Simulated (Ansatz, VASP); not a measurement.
## Two plane-wave programs on PbS

INCAR

```
SYSTEM = PbS
ALGO = Normal ; EDIFF = 1E-6
ENCUT = 520 ; GGA = PE
ISIF = 2 ; ISMEAR = -1
LASPH = .True. ; LCHARG = .False.
LREAL = .False. ; LWAVE = .False.
NBANDS = 28 ; NELM = 100
PREC = Accurate ; SIGMA = 0.05
```

File KPOINTS:

```
k-points
0
Gamma
  6 6 2
  0 0 0
```

The input POSCAR:

```
PbS
1.0
    2.9425104195     -2.9449601761      0.0000000000
    2.9425104195      2.9449601761      0.0000000000
   -2.0699690281      0.0000000000     21.9065446071
Pb S
2 2
Direct
    0.2778832700      0.2674392800      0.0643015600
    0.7325607200      0.7221167300      0.9356984400
    0.7842103300      0.7540543200      0.0556270400
    0.2459456800      0.2157896700      0.9443729600
```

Contents of input.yaml:

```yaml
crystal:
  lattice:
    - [2.9425104195, -2.9449601761, 0.0]
    - [2.9425104195, 2.9449601761, 0.0]
    - [-2.0699690281, 0.0, 21.9065446071]
  atoms:
    - { symbol: Pb, position: [0.27788327, 0.26743928, 0.06430156] }
    - { symbol: Pb, position: [0.73256072, 0.72211673, 0.93569844] }
    - { symbol: S, position: [0.78421033, 0.75405432, 0.05562704] }
    - { symbol: S, position: [0.24594568, 0.21578967, 0.94437296] }
hamiltonian:
  xc: pbe
  pseudopotentials: { kind: paw }
kpoints:
  mp_grid: { grid: [6, 6, 2] }
scf:
  occupations: { method: fermi_dirac, width: 0.05 }
output:
  forces: true
  stress: true
  eigenvalues: true
```

Alike in both runs: task single point; functional PBE; k mesh 6 × 6 × 2; occupations fermi-dirac, width 0.05 eV; no spin polarisation.

|  | VASP | Ansatz |
| --- | --- | --- |
| version | VASP 6.6.1 | Ansatz 0.2.0 |
| potentials or method | VASP PAW PBE potentials, release 64 (Pb_d, S) | Ansatz PAW |
| plane-wave cutoff (eV) | 520 | 420 |
| valence electrons in the cell | 40 | 40 |

Ansatz gave:

```
gap on the k mesh at the Fermi level (eV) : 2.02
least direct gap on the mesh (eV)         : 2.13
rms of the force components (eV/Å)        : 0.230
```

Q: What did VASP give for the same quantities?

A: gap on the k mesh at the Fermi level (eV): 2.02; least direct gap on the mesh (eV): 2.13; rms of the force components (eV/Å): 0.228.

Atom by atom the forces differ by 0.003 eV/Å (rms over components). With one functional, cell and mesh, what is left measures potentials, basis and numerics.

Neither program's run includes spin-orbit coupling.
